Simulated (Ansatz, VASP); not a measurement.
One calculation of SnSe, two programs

File INCAR:

```
PREC = Accurate
ENCUT = 520
EDIFF = 1E-6
ISMEAR = 0
SIGMA = 0.05
LREAL = F
LASPH = T
NELM = 80
ALGO = Normal
ISIF = 2
LWAVE = F
LCHARG = F
GGA = PS
NBANDS = 17
```

KPOINTS

```
regular mesh
0
Gamma
  8 8 8
```

File POSCAR:

```
SnSe
1.0
    0.0000000000      2.9727546651      2.9727546651
    2.7497980652      0.0000000000      2.9727546651
    2.7497980652      2.9727546651      0.0000000000
Sn Se
1 1
Direct
    0.0000000000      0.0000000000      0.0000000000
    0.5000000000      0.5000000000      0.5000000000
```

Input for Ansatz:

```yaml
crystal:
  lattice:
    - [0.0, 2.9727546651, 2.9727546651]
    - [2.7497980652, 0.0, 2.9727546651]
    - [2.7497980652, 2.9727546651, 0.0]
  atoms:
    - { symbol: Sn, position: [0.0, 0.0, 0.0] }
    - { symbol: Se, position: [0.5, 0.5, 0.5] }
basis:
  ecutwfc: 420
kpoints:
  mp_grid: { grid: [8, 8, 8] }
hamiltonian:
  xc: pbesol
scf:
  occupations: { method: gaussian, width: 0.05 }
output:
  forces: true
  stress: true
  eigenvalues: true
```

Change from the starting cell: strain -0.0750 x Voigt [1, 0, 0, 0, 0, 0], atoms carried along.

Alike in both runs: task single point; functional PBEsol; k mesh 8 × 8 × 8; occupations gaussian, width 0.05 eV; no spin polarisation.

|  | VASP | Ansatz |
| --- | --- | --- |
| version | VASP 6.6.1 | Ansatz 0.2.0 |
| potentials or method | VASP PAW PBE potentials, release 64 (Sn_d, Se), cutoff 520 eV | scalar-relativistic, plane waves, PAW |
| valence electrons in the cell | 20 | 30 |

|  | VASP | Ansatz | Ansatz less VASP |
| --- | --- | --- | --- |
| gap on the k mesh at the Fermi level (eV) | 0.50 | 0.51 | +0.006 |
| least direct gap on the mesh (eV) | 0.58 | 0.57 | -0.002 |
| pressure (GPa) | 6.3 | 6.3 | -0.04 |
| traceless stress, the component that is largest in VASP (GPa) | 10.69 | 10.66 | -0.031 |

VASP's potentials were made for PBE, not for PBEsol. VASP's potentials hold 20 valence electrons a cell and Ansatz's 30, so a difference there can come from the potentials and not from the codes.
